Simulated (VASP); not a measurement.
# WC (I4mm) in VASP: single point with PBE

Aim: the single point of WC with PBE.

Program: VASP 6.6.1. These are calculated values, not measurements. Logs are shortened: lines on timing, memory, paths and dates and some standing lists are left out, and cuts for length are marked.

## (1) The cell of the first run

It takes space group I4mm (No. 107, tetragonal). The conventional cell has a = 4.259 Å, b = 4.259 Å, c = 8.289 Å, α = 90.00°, β = 90.00°, γ = 90.00°. W (site symmetry 2mm) has 4 C at 2.05 to 2.13 Å within 2.7 Å. W (site symmetry 4mm) has 5 C at 2.13 to 2.14 Å within 2.8 Å. C (site symmetry 2mm) has 4 W at 2.05 to 2.13 Å within 2.7 Å. Within 2.8 Å of C (site symmetry 4mm) lie 5 W at 2.13 to 2.14 Å.

The cell was built from a structure type or drawn by symmetry, and may not be a known phase.

## (2) Single point, PBE

File INCAR:

```
ALGO = Normal
EDIFF = 1E-6
ENCUT = 600
GGA = PE
GGA_COMPAT = F
ISIF = 2
ISMEAR = 0
LASPH = T
LCHARG = T
LELF = T
LREAL = F
LVHAR = T
LWAVE = F
NBANDS = 36
NELM = 120
PREC = Accurate
SIGMA = 0.2
```

File KPOINTS:

```
k-points
0
Gamma
  4 4 4
```

File POSCAR:

```
WC
1.0
   -2.1295160844      2.1295160844      4.1444195740
    2.1295160844     -2.1295160844      4.1444195740
    2.1295160844      2.1295160844     -4.1444195740
W C
3 3
Direct
    0.2588618985      0.7588618985      0.5000000000
    0.7588618985      0.2588618985      0.5000000000
    0.5113696910      0.5113696910      0.0000000000
    0.5120542307      0.0120542307      0.5000000000
    0.0120542307      0.5120542307      0.5000000000
    0.7691356006      0.7691356006      0.0000000000
```

Potentials or basis: VASP PAW PBE potentials, release 64 (W_sv, C).

Run with:

```sh
cat potpaw_PBE.64/W_sv/POTCAR potpaw_PBE.64/C/POTCAR > POTCAR
mpirun -np 1 vasp_std > vasp.out
```

OUTCAR:

```text
EDIFF = 1E-6
   ENCUT = 600
   GGA = PE
   ISIF = 2
   ISMEAR = 0
   LASPH = T
   LREAL = F
   NELM = 120
   PREC = Accurate

 ion  position               nearest neighbor table
   1  0.259  0.759  0.500-   5 2.05   4 2.10   6 2.13   6 2.13   3 2.96   3 2.96   3 2.99   3 2.99
                             2 3.01   2 3.01   2 3.01   2 3.01
   2  0.759  0.259  0.500-   4 2.05   5 2.10   6 2.13   6 2.13   3 2.96   3 2.96   3 2.99   3 2.99
                             1 3.01   1 3.01   1 3.01   1 3.01
   3  0.511  0.511  0.000-   5 2.13   4 2.13   4 2.13   5 2.13   6 2.14   1 2.96   2 2.96   1 2.96
                             2 2.96   2 2.99   1 2.99   1 2.99   2 2.99
   4  0.512  0.012  0.500-   2 2.05   1 2.10   3 2.13   3 2.13
   5  0.012  0.512  0.500-   1 2.05   2 2.10   3 2.13   3 2.13
   6  0.769  0.769  0.000-   1 2.13   2 2.13   2 2.13   1 2.13   3 2.14

  LATTYP: Found a body centered tetragonal cell.
 ALAT       =     4.2590321688
 C/A-ratio  =     1.9461790424

  Lattice vectors:

 A1 = (  -2.1295160844,   2.1295160844,   4.1444195740)
 A2 = (   2.1295160844,  -2.1295160844,   4.1444195740)
 A3 = (   2.1295160844,   2.1295160844,  -4.1444195740)

Analysis of symmetry for initial positions (statically):
=====================================================================
 Subroutine PRICEL returns:
 Original cell was already a primitive cell.

 Routine SETGRP: Setting up the symmetry group for a
 body centered tetragonal supercell.

 Subroutine GETGRP returns: Found  8 space group operations
 (whereof  8 operations were pure point group operations)
 out of a pool of 16 trial point group operations.

The static configuration has the point symmetry C_4v.

Analysis of symmetry for dynamics (positions and initial velocities):
=====================================================================
 Subroutine PRICEL returns:
 Original cell was already a primitive cell.

 Routine SETGRP: Setting up the symmetry group for a
 body centered tetragonal supercell.

 Subroutine GETGRP returns: Found  8 space group operations
 (whereof  8 operations were pure point group operations)
 out of a pool of 16 trial point group operations.

The dynamic configuration has the point symmetry C_4v.

 Subroutine INISYM returns: Found  8 space group operations
 (whereof  8 operations are pure point group operations),
 and found     1 'primitive' translations

----------------------------------------------------------------------------------------
[... 92 lines left out ...]
   NSW    =      0    number of steps for IOM
   IBRION =     -1    ionic relax: 0-MD 1-quasi-New 2-CG
   NFREE  =      0    steps in history (QN), initial steepest desc. (CG)
   ISIF   =      2    stress and relaxation
   ISYM   =      2    0-nonsym 1-usesym 2-fastsym
   POTIM  = 0.5000    time-step for ionic-motion
   TEBEG  =    0.0;   TEEND  =   0.0 temperature during run
   PSTRESS=    0.0 pullay stress
   NELECT =      54.0000    total number of electrons
   NUPDOWN=      -1.0000    fix difference up-down
   EMIN   =  10.00;   EMAX   =-10.00  energy-range for DOS
   EFERMI =   0.00;   METHOD = LEGACY
   ISMEAR =     0;   SIGMA  =   0.20  broadening in eV -4-tet -1-fermi 0-gaus
   EFERMI_NEDOS =   21; number of points for ismear=-14 and -15
   IALGO  =     38    algorithm
   IMIX   =      4    mixing-type and parameters
     AMIX     =   0.40;   BMIX     =  1.00
     AMIX_MAG =   1.60;   BMIX_MAG =  1.00
  volume/ion in A,a.u.               =      12.53        84.55
  Fermi-wavevector in a.u.,A,eV,Ry     =   1.466147  2.770616 29.246914  2.149588
  Thomas-Fermi vector in A             =   2.581919
   LORBIT       =      0    0 simple, 1 ext, 2 COOP (PROOUT), +10 PAW based schemes
   GGA     = PE    functional components
   LHFCALC =     F    Hartree Fock is set to
   AEXX    =    0.0000 exact exchange contribution
   IVDW    =     0    specifies the selected vdW correction
   LEPSILON=     F    determine dielectric tensor
   LRPA    =     F    only Hartree local field effects (RPA)
 non-spin polarized calculation
 Gauss-broadening in eV      SIGMA  =   0.20
  energy-cutoff  :      600.00
  volume of cell :       75.18
 maximum number of plane-waves:      2528
 NGX is ok and might be reduce to    42
   NGX = 21   NGY = 21   NGZ = 21

 number of electron      54.0000002 magnetization

 Free energy of the ion-electron system (eV)
  ---------------------------------------------------
  ext. energy  EPLUGINS =         0.00000000
  ---------------------------------------------------
  free energy    TOTEN  =       -63.37438174 eV

  energy without entropy =      -63.31117150  energy(sigma->0) =      -63.34277662

 E-fermi :   8.4974     XC(G=0): -12.5102

 val. band max:        8.4852751049   @ k =  -0.2500  -0.2500   0.2500
 cond. band min:       8.5512991355   @ k =   0.2500   0.2500   0.0000
 fundamental gap:      0.0660240306
 Fermi energy:         8.4974335063

 k-point     1 :       0.0000    0.0000    0.0000
  band No.  band energies     occupation
      1     -65.8800      2.00000
      2     -65.5206      2.00000
      3     -65.4880      2.00000
      4     -30.2303      2.00000
      5     -30.1973      2.00000
      6     -30.1973      2.00000
[... 496 lines left out ...]
     35      12.7703      0.00000
     36      13.2122      0.00000

------------------------ aborting loop because EDIFF is reached ----------------------------------------

  FORCE on cell =-STRESS in cart. coord.  units (eV):
  Direction    XX          YY          ZZ          XY          YZ          ZX
  --------------------------------------------------------------------------------------
  -------------------------------------------------------------------------------------
  Total        0.2025925      0.2025925      0.6257171      0.0000000     -0.0000000      0.0000000
  in kB        4.3176591      4.3176591     13.3353087      0.0000000     -0.0000000      0.0000000
  external PRESSURE =       7.3235423 kB  Pullay stress =       0.0000000 kB

 VOLUME and BASIS-vectors are now :
 -----------------------------------------------------------------------------
  energy-cutoff  :      600.00
  volume of cell :       75.18
      direct lattice vectors                 reciprocal lattice vectors
    -2.129516084  2.129516084  4.144419574     0.000000000  0.234795127  0.120644156
     2.129516084 -2.129516084  4.144419574     0.234795127  0.000000000  0.120644156
     2.129516084  2.129516084 -4.144419574     0.234795127  0.234795127  0.000000000

 POSITION                                       TOTAL-FORCE (eV/Angst)
 -----------------------------------------------------------------------------------
      2.12952      0.00000      2.14566         0.000000      0.000000     -0.020981
      0.00000      2.12952      2.14566        -0.000000     -0.000000     -0.020981
      0.00000      0.00000      4.23866        -0.000000     -0.000000      0.022679
      0.00000      2.12952      0.09992        -0.000000      0.000000     -0.007168
      2.12952      0.00000      0.09992         0.000000     -0.000000     -0.007168
      0.00000      0.00000      6.37524        -0.000000     -0.000000      0.033618
 -----------------------------------------------------------------------------------
    total drift:                               -0.000000     -0.000000      0.000039

  FREE ENERGIE OF THE ION-ELECTRON SYSTEM (eV)
  ---------------------------------------------------
  free  energy   TOTEN  =       -63.3743817390 eV

  energy  without entropy=      -63.3111714959  energy(sigma->0) =      -63.34277662
```

Run time: 68 s. Hardware: 1 thread of Intel Xeon Platinum 8488C (Sapphire Rapids), shared host; peak memory 0.26 GiB.

Results:

```yaml
Free_energy: -63.3744 eV
Pressure: 0.7 GPa
Largest_force: 0.034 eV/Å
Band_gap_on_the_k_mesh: zero (bands 27 and 28 overlap by 0.95 eV)
```

Forces on the atoms (eV/Å):
```
W    0.000  0.000 -0.021
W    0.000  0.000 -0.021
W    0.000  0.000  0.023
C    0.000  0.000 -0.007
C    0.000  0.000 -0.007
C    0.000  0.000  0.034
```

Caveat: the k points lie up to 0.41 Å⁻¹ apart, too coarse for converged energies and pressures of a metal; spin-orbit coupling is left out, which moves the levels of the heavy elements.
